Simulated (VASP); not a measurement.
**HfB2: single point with PBE**

Crystal: HfB2.

```
Hf B
1.0
     3.14000    0.00000    0.00000
    -1.57000    2.71932    0.00000
     0.00000    0.00000    3.48000
Hf B
1 2
Direct
  0.99528 0.99641 0.99822
  0.35995 0.68608 0.52346
  0.71805 0.37316 0.50600
```

```json
{
  "Program": "VASP 6.6.1",
  "Task": "single point",
  "Functional": "PBE",
  "Potentials or basis": "VASP PAW PBE potentials, release 64 (Hf_pv, B)",
  "Cutoff": "520 eV",
  "k mesh": "7 × 7 × 6",
  "Occupations": "fermi-dirac, width 0.08 eV",
  "Spin": "no spin polarisation"
}
```

| Quantity | Value |
| --- | --- |
| Pressure | 3.2 GPa |
| Largest force | 1.887 eV/Å |
| Band gap on the k mesh | zero (bands 8 and 9 overlap by 0.92 eV) |

Forces on the atoms (eV/Å):
```
Hf   1.095  1.251  0.892
B    0.033  0.060 -0.759
B   -1.128 -1.311 -0.132
```

Stress tensor (GPa, compression positive):
```
2.28 0.41 1.33
0.41 3.55 1.27
1.33 1.27 3.64
```

Levels at points of the mesh, in eV from the Fermi level:
```csv
k point,band 4,band 5,band 6,band 7,band 8,band 9,band 10,band 11,band 12,band 13
"(0.00, 0.00, 0.00)",-13.56,-3.10,-2.97,-2.42,-2.34,3.84,3.96,4.22,4.47,5.28
"(0.00, 0.00, 0.50)",-11.16,-8.17,-1.61,-0.84,0.41,0.99,1.10,1.31,2.40,5.43
```

It took 55 s on 1 thread of Intel(R) Xeon(R) Platinum 8375C CPU @ 2.90GHz (Ice Lake) (shared host), peak memory 0.19 GiB.

Caveat: the cell stands under pressure; spin-orbit coupling is left out, which moves the levels of the heavy elements; forces of over 1 eV/Å act on the atoms, so gaps and moduli don't describe the material at rest.
